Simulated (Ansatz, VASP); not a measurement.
# KTaO3 in VASP and in Ansatz

POSCAR

```
KTaO3
1.0
    4.0243806737      0.0000000000      0.0000000000
    0.0000000000      4.0243806737      0.0000000000
    0.0000000000      0.0000000000      4.0243806737
K Ta O
1 1 3
Direct
    0.5000000000      0.5000000000      0.5000000000
    0.0000000000      0.0000000000      0.0000000000
    0.5000000000      0.0000000000      0.0000000000
    0.0000000000      0.5000000000      0.0000000000
    0.0000000000      0.0000000000      0.5000000000
```

Contents of INCAR.step1:

```
ALGO = Normal ; EDIFF = 1E-4
ENCUT = 600 ; GGA = PE
ISMEAR = 0 ; LASPH = T
LCHARG = F ; LREAL = F
LWAVE = T ; NELM = 100
PREC = Accurate ; SIGMA = 0.02
```

INCAR.step2

```
ALGO = Normal ; EDIFF = 1E-6
EDIFFG = -0.005 ; ENCUT = 600
IBRION = 2 ; ISIF = 3
ISMEAR = 0 ; ISTART = 1
LASPH = T ; LCHARG = F
LMIXTAU = T ; LREAL = F
LWAVE = F ; METAGGA = R2SCAN
NELM = 100 ; NSW = 70
PREC = Accurate ; SIGMA = 0.02
```

File KPOINTS:

```
k-points
0
Gamma
  8 8 8
```

Input for Ansatz:

```yaml
crystal:
  lattice:
    - [4.0243806737, 0.0, 0.0]
    - [0.0, 4.0243806737, 0.0]
    - [0.0, 0.0, 4.0243806737]
  atoms:
    - { symbol: K, position: [0.5, 0.5, 0.5] }
    - { symbol: Ta, position: [0.0, 0.0, 0.0] }
    - { symbol: O, position: [0.5, 0.0, 0.0] }
    - { symbol: O, position: [0.0, 0.5, 0.0] }
    - { symbol: O, position: [0.0, 0.0, 0.5] }
basis:
  ecutwfc: 500
kpoints:
  mp_grid: { grid: [8, 8, 8] }
hamiltonian:
  xc: r2scan
scf:
  occupations: { method: gaussian, width: 0.02 }
output:
  forces: true
  stress: true
  eigenvalues: true
  write_density: true
  write_potential: true
  elf: true
  volumetric_format: npy
relax:
  adjacent_minimum: "off"
  f_tol: 0.005
  max_steps: 50
  cell: { stress_tol: 0.05 }
```

Alike in both runs: task relaxation of cell and atoms; functional r2SCAN; k mesh 8 × 8 × 8; occupations gaussian, width 0.02 eV; no spin polarisation.

|  | VASP | Ansatz |
| --- | --- | --- |
| version | VASP 6.6.1 | Ansatz 0.2.0 |
| potentials or method | VASP PAW PBE potentials, release 64 (K_sv, Ta_pv, O), cutoff 600 eV | scalar-relativistic, plane waves, PAW |
| valence electrons in the cell | 38 | 40 |

Ansatz gave:

* gap on the k mesh at the Fermi level, each at its own relaxed structure (eV): 2.63
* relaxed volume (Å³/atom): 12.71
* relaxed cell length with the largest relative difference (Å): 3.990

**Question.** What did VASP give for the same quantities?

**Answer.** gap on the k mesh at the Fermi level, each at its own relaxed structure (eV): 2.59; relaxed volume (Å³/atom): 12.75; relaxed cell length with the largest relative difference (Å): 3.995.

VASP's potentials were made for PBE, not for r2SCAN. VASP's potentials hold 38 valence electrons a cell and Ansatz's 40, so a difference there can come from the potentials and not from the codes.

Spin-orbit coupling is off throughout.
